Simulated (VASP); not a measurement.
Wanted: the native input for a VASP 6.6.1 run.

```yaml
Task: relaxation of cell and atoms
Functional: BLYP
Dispersion: D4
Potentials_or_basis: VASP PAW PBE potentials, release 64 (As, B)
Cutoff: 600 eV
k_mesh: 10 × 10 × 10
Occupations: fermi-dirac, width 0.05 eV
Spin: no spin polarisation
Dipole_correction: no
Further_INCAR_settings: ALGO = Normal; EDIFF = 1e-07; IBRION = 2; EDIFFG = -0.005; NSW = 80; ISIF = 3
```

The structure of BAs lies in POSCAR:

```
BAs
1.0
    0.0000000000      2.3885000000      2.3885000000
    2.3885000000      0.0000000000      2.3885000000
    2.3885000000      2.3885000000      0.0000000000
As B
1 1
Direct
    0.7500000000      0.7500000000      0.7500000000
    0.0000000000      0.0000000000      0.0000000000
```

The input as run:

INCAR

```
PREC = Accurate ; ENCUT = 600
EDIFF = 1E-7 ; ISMEAR = -1
SIGMA = 0.05 ; LREAL = False
LASPH = True ; NELM = 60
ALGO = Normal ; ISIF = 3
LWAVE = False ; LCHARG = False
GGA = B5 ; ALDAX = 1.0
AGGAX = 1.0 ; AGGAC = 1.0
ALDAC = 0.0 ; IVDW = 13
VDW_S6 = 1.0 ; VDW_S8 = 2.34076671
VDW_A1 = 0.44488865 ; VDW_A2 = 4.0933009
IBRION = 2 ; NSW = 80
EDIFFG = -0.005
```

KPOINTS

```
Automatic mesh
0
Gamma
  10 10 10
```

Potentials or basis: VASP PAW PBE potentials, release 64 (As, B).

Run with:

```sh
$ cat potpaw_PBE.64/As/POTCAR potpaw_PBE.64/B/POTCAR > POTCAR
$ mpirun -np 1 vasp_std > vasp.out
```

Results of the run:

```
Relaxed volume                         : 13.60 Å³/atom
Relaxed cell                           : a = 3.376 Å, b = 3.376 Å, c = 3.376 Å, α = 60.00°, β = 60.00°, γ = 60.00°
Space group after relaxing (to 0.05 Å) : F-43m (No. 216)
Energy gained by relaxing              : 0.0 meV/atom
Ionic steps                            : 3
Pressure after relaxing                : 0.0 GPa
Band gap on the k mesh                 : 1.40 eV, indirect (least direct gap 3.37 eV)
Dispersion energy per atom             : -0.729 eV
```

Caveat: the PAW data sets were made with another functional, which shifts forces and pressure a little.

Wall time 43 s on 1 thread of Intel(R) Xeon(R) Platinum 8488C (Sapphire Rapids), with other jobs on the host, peak memory 0.16 GiB.
